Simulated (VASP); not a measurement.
Input of a VASP 6.6.1 run:

Contents of INCAR:

```
SYSTEM = C
PREC = Accurate
ENCUT = 520
EDIFF = 1E-6
ISMEAR = 0
SIGMA = 0.05
LREAL = .False.
LASPH = .True.
NELM = 100
ALGO = Normal
ISIF = 2
LWAVE = .False.
LCHARG = .False.
GGA = PE
NBANDS = 36
```

File KPOINTS:

```
regular mesh
0
Gamma
  12 12 2
  0 0 0
```

The input POSCAR:

```
C
1.0
    2.4953402903     -0.0923780017     -0.0923780017
   -1.3276718413      2.2072170833     -0.0338126954
   -0.4555269730     -0.4555269730     12.3048213715
C
12
Direct
    0.0000000000      0.0000000000      0.1868593266
    0.0000000000      0.0000000000      0.6868593266
    0.0000000000      0.0000000000      0.3131406734
    0.0000000000      0.0000000000      0.8131406734
    0.3333333333      0.6666666667      0.5207665411
    0.6666666667      0.3333333333      0.0207665411
    0.3333333333      0.6666666667      0.9792334589
    0.6666666667      0.3333333333      0.4792334589
    0.3333333333      0.6666666667      0.6450950823
    0.6666666667      0.3333333333      0.1450950823
    0.3333333333      0.6666666667      0.8549049177
    0.6666666667      0.3333333333      0.3549049177
```

Potentials or basis: VASP PAW PBE potentials, release 64 (C).

Run with:

```console
$ cat potpaw_PBE.64/C/POTCAR > POTCAR
$ mpirun -np 1 vasp_std > vasp.out
```

**Question.** What does it give for the band gap on the k mesh?

**Answer.** 2.43 eV (least direct gap 3.58 eV).

**Question.** Predict the largest force.

**Answer.** 1.370 eV/Å.

**Question.** Estimate the pressure.

**Answer.** 20.1 GPa.

Forces in eV/Å, atoms in the order of the input:
```
C   -0.091  0.336  0.048
C    1.142  0.632  0.416
C   -1.142 -0.632 -0.416
C    0.091 -0.336 -0.048
C    0.869  0.542  0.328
C    0.002  0.249  0.050
C   -0.002 -0.249 -0.050
C   -0.869 -0.542 -0.328
C   -0.825 -0.526 -0.286
C   -0.025 -0.241 -0.021
C    0.025  0.241  0.021
C    0.825  0.526  0.286
```

Caveat: the cell stands under pressure; forces of over 1 eV/Å act on the atoms, so gaps and moduli don't describe the material at rest. A k mesh can miss the band edges.
